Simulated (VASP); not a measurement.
# Hf3C2 (C2/m) in VASP: single point with PBE

Aim: the single point of Hf3C2 with PBE.

Program: VASP 6.6.1. These are calculated values, not measurements. Logs are shortened: lines on timing, memory, paths and dates and some standing lists are left out, and cuts for length are marked.

**1. The cell of the first run**

The structure is monoclinic, space group C2/m (No. 12). The conventional cell has a = 5.700 Å, b = 9.853 Å, c = 5.690 Å, α = 90.00°, β = 109.71°, γ = 90.00°. Hf (site symmetry m) has 4 C at 2.28 to 2.36 Å within 3.0 Å. Hf (site symmetry 1) has 4 C at 2.25 to 2.34 Å within 3.0 Å. C (site symmetry 2/m) has 6 Hf at 2.29 to 2.31 Å within 3.0 Å. Within 3.0 Å of C (site symmetry 2) lie 6 Hf at 2.25 to 2.34 Å. C (site symmetry 2/m) has 6 Hf at 2.25 to 2.36 Å within 3.0 Å.

**2. Single point, PBE**

INCAR reads:

```
SYSTEM = Hf3C2
PREC = Accurate
ENCUT = 520
EDIFF = 1E-6
ISMEAR = 0
SIGMA = 0.1
LREAL = .False.
LASPH = .True.
NELM = 100
ALGO = Normal
ISIF = 2
LWAVE = .False.
LCHARG = .False.
GGA = PE
NBANDS = 49
```

KPOINTS reads:

```
Automatic mesh
0
Gamma
  8 8 6
  0 0 0
```

POSCAR reads:

```
Hf3C2
1.0
    2.8499564889     -4.9266706995      0.0031468014
    2.8499564889      4.9266706995      0.0031468014
   -1.9248535825      0.0000000000      5.3549860072
Hf C
6 4
Direct
    0.2629304521      0.2629304521      0.2553974530
    0.7370695479      0.7370695479      0.7446025470
    0.0912262586      0.4128961266      0.7357331191
    0.9087737414      0.5871038734      0.2642668809
    0.4128961266      0.0912262586      0.7357331191
    0.5871038734      0.9087737414      0.2642668809
    0.5000000000      0.5000000000      0.0000000000
    0.3338043930      0.6661956070      0.5000000000
    0.6661956070      0.3338043930      0.5000000000
    0.0000000000      0.0000000000      0.5000000000
```

Potentials or basis: VASP PAW PBE potentials, release 64 (Hf_pv, C).

On the command line:

```bash
$ cat potpaw_PBE.64/Hf_pv/POTCAR potpaw_PBE.64/C/POTCAR > POTCAR
$ mpirun -np 1 vasp_std > vasp.out
```

OUTCAR:

```text
SYSTEM = Hf3C2
   PREC = Accurate
   ENCUT = 520
   EDIFF = 1E-6
   ISMEAR = 0
   LREAL = .False.
   LASPH = .True.
   NELM = 100
   ISIF = 2
   GGA = PE

 ion  position               nearest neighbor table
   1  0.263  0.263  0.255-   8 2.28   9 2.28   7 2.29  10 2.36   2 3.16   6 3.17   4 3.17   3 3.18
                             5 3.18   3 3.34   5 3.34   4 3.34   6 3.34   4 3.35   6 3.35   2 3.40
   2  0.737  0.737  0.745-   8 2.28   9 2.28   7 2.29  10 2.36   1 3.16   5 3.17   3 3.17   4 3.18
                             6 3.18   6 3.34   4 3.34   5 3.34   3 3.34   3 3.35   5 3.35   1 3.40
   3  0.091  0.413  0.736-  10 2.25   8 2.25   7 2.31   9 2.34   5 3.17   2 3.17   1 3.18   4 3.20
                             6 3.20   1 3.34   2 3.34   5 3.35   5 3.35   2 3.35   6 3.36   4 3.49
   4  0.909  0.587  0.264-  10 2.25   9 2.25   7 2.31   8 2.34   6 3.17   1 3.17   2 3.18   3 3.20
                             5 3.20   2 3.34   1 3.34   6 3.35   6 3.35   1 3.35   5 3.36   3 3.49
   5  0.413  0.091  0.736-  10 2.25   9 2.25   7 2.31   8 2.34   3 3.17   2 3.17   1 3.18   6 3.20
                             4 3.20   1 3.34   2 3.34   3 3.35   3 3.35   2 3.35   4 3.36   6 3.49
   6  0.587  0.909  0.264-  10 2.25   8 2.25   7 2.31   9 2.34   4 3.17   1 3.17   2 3.18   5 3.20
                             3 3.20   2 3.34   1 3.34   4 3.35   4 3.35   1 3.35   3 3.36   5 3.49
   7  0.500  0.500  0.000-   1 2.29   2 2.29   3 2.31   4 2.31   5 2.31   6 2.31
   8  0.334  0.666  0.500-   3 2.25   6 2.25   1 2.28   2 2.28   5 2.34   4 2.34
   9  0.666  0.334  0.500-   4 2.25   5 2.25   1 2.28   2 2.28   3 2.34   6 2.34
  10  0.000  0.000  0.500-   3 2.25   4 2.25   5 2.25   6 2.25   1 2.36   2 2.36

  LATTYP: Found a base centered monoclinic cell.
 ALAT       =     5.6999164524
 B/A-ratio  =     1.7286817239
 C/A-ratio  =     0.9983348050
 COS(beta)  =    -0.3372225573

  Lattice vectors:

 A1 = (   2.8499564889,  -4.9266706995,   0.0031468014)
 A2 = (   2.8499564889,   4.9266706995,   0.0031468014)
 A3 = (  -1.9248535825,   0.0000000000,   5.3549860072)

Analysis of symmetry for initial positions (statically):
=====================================================================
 Subroutine PRICEL returns:
 Original cell was already a primitive cell.

 Routine SETGRP: Setting up the symmetry group for a
 base centered monoclinic supercell.

 Subroutine GETGRP returns: Found  4 space group operations
 (whereof  4 operations were pure point group operations)
 out of a pool of  4 trial point group operations.

The static configuration has the point symmetry C_2h.

Analysis of symmetry for dynamics (positions and initial velocities):
=====================================================================
 Subroutine PRICEL returns:
 Original cell was already a primitive cell.

 Routine SETGRP: Setting up the symmetry group for a
 base centered monoclinic supercell.

 Subroutine GETGRP returns: Found  4 space group operations
 (whereof  4 operations were pure point group operations)
 out of a pool of  4 trial point group operations.

The dynamic configuration has the point symmetry C_2h.

 Subroutine INISYM returns: Found  4 space group operations
 (whereof  4 operations are pure point group operations),
 and found     1 'primitive' translations

----------------------------------------------------------------------------------------

                                     Primitive cell

  volume of cell :     150.4362

  direct lattice vectors                    reciprocal lattice vectors
     2.849956489 -4.926670699  0.003146801     0.175371672 -0.101488415  0.063037474
     2.849956489  4.926670699  0.003146801     0.175371672  0.101488415  0.063037474
    -1.924853582  0.000000000  5.354986007    -0.000206111  0.000000000  0.186667765

  length of vectors
     5.691603120  5.691603120  5.690424980     0.212200011  0.212200011  0.186667878

  position of ions in fractional coordinates (direct lattice)
     0.262930452  0.262930452  0.255397453
     0.737069548  0.737069548  0.744602547
     0.091226259  0.412896127  0.735733119
     0.908773741  0.587103873  0.264266881
     0.412896127  0.091226259  0.735733119
     0.587103873  0.908773741  0.264266881
     0.500000000  0.500000000  0.000000000
     0.333804393  0.666195607  0.500000000
     0.666195607  0.333804393  0.500000000
     0.000000000  0.000000000  0.500000000

  ion indices of the primitive-cell ions
   primitive index   ion index
                 1           1
                 2           2
                 3           3
                 4           4
                 5           5
                 6           6
                 7           7
                 8           8
                 9           9
                10          10

----------------------------------------------------------------------------------------

 KPOINTS: Automatic mesh

Automatic generation of k-mesh.
 Grid dimensions read from file:
 generate k-points for:    8    8    6

 Generating k-lattice:

  Cartesian coordinates                     Fractional coordinates (reciprocal lattice)
     0.021921459 -0.012686052  0.007879684     0.125000000  0.000000000  0.000000000
     0.021921459  0.012686052  0.007879684     0.000000000  0.125000000  0.000000000
    -0.000034352  0.000000000  0.031111294     0.000000000  0.000000000  0.166666667

  Length of vectors
     0.026525001  0.026525001  0.031111313

  Shift w.r.t. Gamma in fractional coordinates (k-lattice)
     0.000000000  0.000000000  0.000000000

 Subroutine IBZKPT returns following result:
 ===========================================

 Found    114 irreducible k-points:

 Following reciprocal coordinates:
            Coordinates               Weight
  0.000000  0.000000  0.000000      1.000000
  0.125000 -0.000000  0.000000      4.000000
  0.250000 -0.000000  0.000000      4.000000
  0.375000  0.000000 -0.000000      4.000000
  0.500000 -0.000000  0.000000      2.000000
  0.125000  0.125000  0.000000      2.000000
[... 16 lines left out ...]
  0.125000  0.000000  0.166667      4.000000
  0.250000 -0.000000  0.166667      4.000000
 [... further k-points ...]
   k-points           NKPTS =    114   k-points in BZ     NKDIM =    114   number of bands    NBANDS=     49
   number of dos      NEDOS =    301   number of ions     NIONS =     10
   total plane-waves  NPLWV =  74088
   dimension x,y,z NGX =    42 NGY =   42 NGZ =   42
   dimension x,y,z NGXF=    84 NGYF=   84 NGZF=   84
   ions per type =               6   4
   NGX,Y,Z   is equivalent  to a cutoff of  12.27, 12.27, 12.27 a.u.
   NGXF,Y,Z  is equivalent  to a cutoff of  24.54, 24.54, 24.54 a.u.
 SYSTEM =  Hf3C2
   PREC   = accura    normal or accurate (medium, high low for compatibility)
   ISTART =      0    job   : 0-new  1-cont  2-samecut
   ICHARG =      2    charge: 1-file 2-atom 10-const
   ISPIN  =      1    spin polarized calculation?
   LNONCOLLINEAR =      F non collinear calculations
   LSORBIT =      F    spin-orbit coupling
   LASPH  =      T    aspherical Exc in radial PAW
   ENCUT  =  520.0 eV  38.22 Ry    6.18 a.u.  10.58 10.58 10.58*2*pi/ulx,y,z
   NELM   =    100;   NELMIN=  2; NELMDL= -5     # of ELM steps
   EDIFF  = 0.1E-05   stopping-criterion for ELM
   LREAL  =      F    real-space projection
   EDIFFG = 0.1E-04   stopping-criterion for IOM
   NSW    =      0    number of steps for IOM
   IBRION =     -1    ionic relax: 0-MD 1-quasi-New 2-CG
   NFREE  =      0    steps in history (QN), initial steepest desc. (CG)
   ISIF   =      2    stress and relaxation
   ISYM   =      2    0-nonsym 1-usesym 2-fastsym
   POTIM  = 0.5000    time-step for ionic-motion
   TEBEG  =    0.0;   TEEND  =   0.0 temperature during run
   PSTRESS=    0.0 pullay stress
   NELECT =      76.0000    total number of electrons
   NUPDOWN=      -1.0000    fix difference up-down
   EMIN   =  10.00;   EMAX   =-10.00  energy-range for DOS
   EFERMI =   0.00;   METHOD = LEGACY
   ISMEAR =     0;   SIGMA  =   0.10  broadening in eV -4-tet -1-fermi 0-gaus
   EFERMI_NEDOS =   21; number of points for ismear=-14 and -15
   IALGO  =     38    algorithm
   IMIX   =      4    mixing-type and parameters
     AMIX     =   0.40;   BMIX     =  1.00
     AMIX_MAG =   1.60;   BMIX_MAG =  1.00
  volume/ion in A,a.u.               =      15.04       101.52
  Fermi-wavevector in a.u.,A,eV,Ry     =   1.303853  2.463924 23.130340  1.700032
  Thomas-Fermi vector in A             =   2.434827
   LORBIT       =      0    0 simple, 1 ext, 2 COOP (PROOUT), +10 PAW based schemes
   GGA     = PE    functional components
   LHFCALC =     F    Hartree Fock is set to
   AEXX    =    0.0000 exact exchange contribution
   IVDW    =     0    specifies the selected vdW correction
   LEPSILON=     F    determine dielectric tensor
   LRPA    =     F    only Hartree local field effects (RPA)
 non-spin polarized calculation
 Gauss-broadening in eV      SIGMA  =   0.10
  energy-cutoff  :      520.00
  volume of cell :      150.44
 maximum number of plane-waves:      4074
   NGX = 21   NGY = 21   NGZ = 21

 number of electron      76.0000000 magnetization

 Free energy of the ion-electron system (eV)
  ---------------------------------------------------
  ext. energy  EPLUGINS =         0.00000000
  ---------------------------------------------------
  free energy    TOTEN  =      -104.78697405 eV

  energy without entropy =     -104.77074245  energy(sigma->0) =     -104.77885825

 E-fermi :   5.3574     XC(G=0): -11.7517

 val. band max:        5.3527259396   @ k =  -0.1250   0.3750   0.3333
 cond. band min:       5.3652398276   @ k =  -0.3750   0.1250   0.5000
 fundamental gap:      0.0125138881
 Fermi energy:         5.3574413800

 k-point     1 :       0.0000    0.0000    0.0000
  band No.  band energies     occupation
      1     -25.1510      2.00000
      2     -25.0249      2.00000
      3     -24.9716      2.00000
      4     -24.9550      2.00000
      5     -24.9496      2.00000
      6     -24.9030      2.00000
[... 41 lines left out ...]
     48       8.8469      0.00000
     49       9.6451      0.00000

 k-point     2 :       0.1250   -0.0000    0.0000
  band No.  band energies     occupation
      1     -25.1380      2.00000
      2     -25.0332      2.00000
      3     -24.9978      2.00000
      4     -24.9647      2.00000
      5     -24.9363      2.00000
      6     -24.8825      2.00000
[... 41 lines left out ...]
     48       9.3814      0.00000
     49       9.8008      0.00000

 k-point     3 :       0.2500   -0.0000    0.0000
  band No.  band energies     occupation
      1     -25.1022      2.00000
      2     -25.0338      2.00000
      3     -25.0240      2.00000
      4     -24.9691      2.00000
      5     -24.9469      2.00000
      6     -24.8353      2.00000
[... 41 lines left out ...]
     48       9.6570      0.00000
     49       9.8582      0.00000

 k-point     4 :       0.3750    0.0000   -0.0000
  band No.  band energies     occupation
      1     -25.0557      2.00000
      2     -25.0505      2.00000
      3     -25.0080      2.00000
      4     -24.9752      2.00000
      5     -24.9191      2.00000
      6     -24.8165      2.00000
[... 977 lines left out ...]
     48       9.5606      0.00000
     49       9.7191      0.00000

 k-point    23 :       0.1250    0.0000    0.1667
  band No.  band energies     occupation
      1     -25.0849      2.00000
      2     -25.0124      2.00000
      3     -24.9804      2.00000
      4     -24.9458      2.00000
      5     -24.9232      2.00000
      6     -24.8875      2.00000
[... 41 lines left out ...]
     48       9.4827      0.00000
     49       9.5214      0.00000

 k-point    24 :       0.2500   -0.0000    0.1667
  band No.  band energies     occupation
      1     -25.0473      2.00000
      2     -25.0280      2.00000
      3     -25.0032      2.00000
      4     -24.9484      2.00000
      5     -24.9161      2.00000
      6     -24.8728      2.00000
[... 41 lines left out ...]
     48       9.3827      0.00000
     49       9.7815      0.00000

 [... further k-points ...]
[... 5 lines left out ...]
  --------------------------------------------------------------------------------------
  -------------------------------------------------------------------------------------
  Total       -0.6396756     -0.6303216     -0.5807761      0.0000000      0.0000000      0.0091730
  in kB       -6.8126793     -6.7130571     -6.1853869      0.0000000      0.0000000      0.0976947
  external PRESSURE =      -6.5703744 kB  Pullay stress =       0.0000000 kB

 VOLUME and BASIS-vectors are now :
 -----------------------------------------------------------------------------
  energy-cutoff  :      520.00
  volume of cell :      150.44
      direct lattice vectors                 reciprocal lattice vectors
     2.849956489 -4.926670699  0.003146801     0.175371672 -0.101488415  0.063037474
     2.849956489  4.926670699  0.003146801     0.175371672  0.101488415  0.063037474
    -1.924853582  0.000000000  5.354986007    -0.000206111  0.000000000  0.186667765

 POSITION                                       TOTAL-FORCE (eV/Angst)
 -----------------------------------------------------------------------------------
      1.00708      0.00000      1.36930         0.040334      0.000000      0.053767
      2.76798      0.00000      3.99198        -0.040334      0.000000     -0.053767
      0.02055      1.58476      3.94143         0.014840     -0.028202     -0.043675
      3.75451     -1.58476      1.41985        -0.014840      0.028202      0.043675
      0.02055     -1.58476      3.94143         0.014840      0.028202     -0.043675
      3.75451      1.58476      1.41985        -0.014840     -0.028202      0.043675
      2.84996      0.00000      0.00315        -0.000000      0.000000     -0.000000
      1.88753      1.63758      2.68064        -0.000000     -0.004434      0.000000
      1.88753     -1.63758      2.68064        -0.000000      0.004434      0.000000
     -0.96243      0.00000      2.67749        -0.000000     -0.000000     -0.000000
 -----------------------------------------------------------------------------------
    total drift:                               -0.000000     -0.000000      0.000000

  FREE ENERGIE OF THE ION-ELECTRON SYSTEM (eV)
  ---------------------------------------------------
  free  energy   TOTEN  =      -104.7869740531 eV

  energy  without entropy=     -104.7707424510  energy(sigma->0) =     -104.77885825
```

Wall time 7.4 min (1 thread of Intel Xeon 6975P-C (Granite Rapids), shared host); peak memory 0.68 GiB.

Results:

```yaml
Free_energy: -104.7870 eV
Pressure: -0.7 GPa
Largest_force: 0.067 eV/Å
Band_gap_on_the_k_mesh: zero (bands 38 and 39 overlap by 1.48 eV)
```

Forces in eV/Å, atoms in the order of the input:
```
Hf   0.040  0.000  0.054
Hf  -0.040  0.000 -0.054
Hf   0.015 -0.028 -0.044
Hf  -0.015  0.028  0.044
Hf   0.015  0.028 -0.044
Hf  -0.015 -0.028  0.044
C    0.000  0.000  0.000
C    0.000 -0.004  0.000
C    0.000  0.004  0.000
C    0.000  0.000  0.000
```

Caveat: spin-orbit coupling is left out, which moves the levels of the heavy elements.
